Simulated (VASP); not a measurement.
Input of a VASP 6.6.1 run:

File INCAR:

```
  ALGO = Normal
  DIPOL = 0.5 0.5 0.500
  EDIFF = 1E-6
  ENCUT = 520
  GGA = PE
  GGA_COMPAT = F
  IDIPOL = 3
  ISIF = 2
  ISMEAR = 0
  LASPH = T
  LCHARG = T
  LDIPOL = T
  LELF = T
  LREAL = F
  LVACPOTAV = T
  LVHAR = T
  LWAVE = F
  NBANDS = 16
  NELM = 120
  NELMDL = -8
  PREC = Accurate
  SIGMA = 0.1
```

Contents of KPOINTS:

```
k-points
0
Gamma
  6 6 1
```

POSCAR

```
Be2Ru
1.0
    3.2533743800      0.0000000000      0.0000000000
   -1.6266871900      2.8175049700      0.0000000000
    0.0000000000      0.0000000000     17.0000000000
Be Ru
2 1
Direct
    0.3333333300      0.6666666700      0.5711771500
    0.6666666700      0.3333333300      0.4288228500
    0.0000000000      0.0000000000      0.5000000000
```

Potentials or basis: VASP PAW PBE potentials, release 64 (Be, Ru_pv).

Command:

```bash
$ cat potpaw_PBE.64/Be/POTCAR potpaw_PBE.64/Ru_pv/POTCAR > POTCAR
$ mpirun -np 1 vasp_std > vasp.out
```

Task: What does it give for the band gap on the k mesh?

Result: Zero (bands 9 and 10 overlap by 1.57 eV).

Task: What does it give for the largest force?

Result: 0.521 eV/Å.

Forces on the atoms (eV/Å):
```
Be   0.000  0.000  0.521
Be   0.000  0.000 -0.521
Ru   0.000  0.000  0.000
```

Caveat: the k points lie up to 0.37 Å⁻¹ apart, too coarse for converged energies and pressures of a metal.
